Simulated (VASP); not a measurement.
ZnSe (Stilleite):

```
Zn Se
1.0
     0.00000    2.83242    2.83242
     2.83242    0.00000    2.83242
     2.83242    2.83242    0.00000
Zn Se
1 1
Direct
  0.00000 0.00000 0.00000
  0.25000 0.25000 0.25000
```

Base run:

- Program: VASP 6.6.1
- Functional: PBE
- Potentials or basis: VASP PAW PBE potentials, release 64 (Zn, Se)
- Cutoff: 520 eV
- k mesh: 8 × 8 × 8
- Occupations: fermi-dirac, width 0.02 eV
- Spin: no spin polarisation

Its results: band gap on the k mesh 1.30 eV, direct; pressure 2.4 GPa.

**Question.** The run is repeated on the same cell with these changes: functional from PBE to r2SCAN; occupations from fermi-dirac, width 0.02 eV to gaussian, width 0.01 eV. What comes out?

**Answer.** Band gap on the k mesh 1.87 eV, direct; pressure 0.1 GPa.

Caveats: the PAW data sets were made with another functional, which shifts forces and pressure a little (some runs).

